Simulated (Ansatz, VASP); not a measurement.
# Ti in VASP and in Ansatz

The input POSCAR:

```
Ti
1.0
    2.9101302477      0.0000000000      0.0000000000
   -1.4550651239      2.5202467229      0.0000000000
    0.0000000000      0.0000000000      4.6167490031
Ti
2
Direct
    0.6666666667      0.3333333333      0.7500000000
    0.3333333333      0.6666666667      0.2500000000
```

File INCAR.step1:

```
SYSTEM = Ti
  PREC = Accurate
  ENCUT = 520
  ISMEAR = -1
  SIGMA = 0.05
  LREAL = .False.
  LASPH = .True.
  NELM = 80
  NBANDS = 19
  GGA = PE
  ALGO = Normal
  EDIFF = 1E-4
  LWAVE = .True.
  LCHARG = .False.
```

File INCAR.step2:

```
SYSTEM = Ti
  PREC = Accurate
  ENCUT = 520
  EDIFF = 1E-6
  ISMEAR = -1
  SIGMA = 0.05
  LREAL = .False.
  LASPH = .True.
  NELM = 80
  ALGO = Normal
  ISIF = 2
  LWAVE = .False.
  LCHARG = .False.
  METAGGA = R2SCAN
  LMIXTAU = .True.
  NBANDS = 19
  ISTART = 1
```

Contents of KPOINTS:

```
Automatic mesh
0
Gamma
  10 10 6
  0 0 0
```

input.yaml

```yaml
crystal:
  lattice:
    - [2.9101302477, 0.0, 0.0]
    - [-1.4550651239, 2.5202467229, 0.0]
    - [0.0, 0.0, 4.6167490031]
  atoms:
    - { symbol: Ti, position: [0.6666666667, 0.3333333333, 0.75] }
    - { symbol: Ti, position: [0.3333333333, 0.6666666667, 0.25] }
hamiltonian:
  xc: r2scan
  pseudopotentials: { kind: paw }
kpoints:
  mp_grid: { grid: [10, 10, 6] }
scf:
  occupations: { method: fermi_dirac, width: 0.05 }
output:
  forces: true
  stress: true
  eigenvalues: true
```

Alike in both runs: task single point; functional r2SCAN; k mesh 10 × 10 × 6; occupations fermi-dirac, width 0.05 eV; no spin polarisation.

|  | VASP | Ansatz |
| --- | --- | --- |
| version | VASP 6.6.1 | Ansatz 0.2.0 |
| potentials or method | VASP PAW PBE potentials, release 64 (Ti_sv) | Ansatz PAW |
| plane-wave cutoff (eV) | 520 | 500 |
| valence electrons in the cell | 24 | 24 |

```tsv
	VASP	Ansatz	Ansatz less VASP
gap on the k mesh at the Fermi level (eV)	none	none	-
pressure (GPa)	3.1	2.8	-0.38
traceless stress, the component that is largest in VASP (GPa)	-0.44	-0.44	-0.005
```

VASP's potentials were made for PBE, not for r2SCAN. A gap of «none» marks a metal or a gap that the smearing closes. With one functional, cell and mesh, what is left measures potentials, basis and numerics.
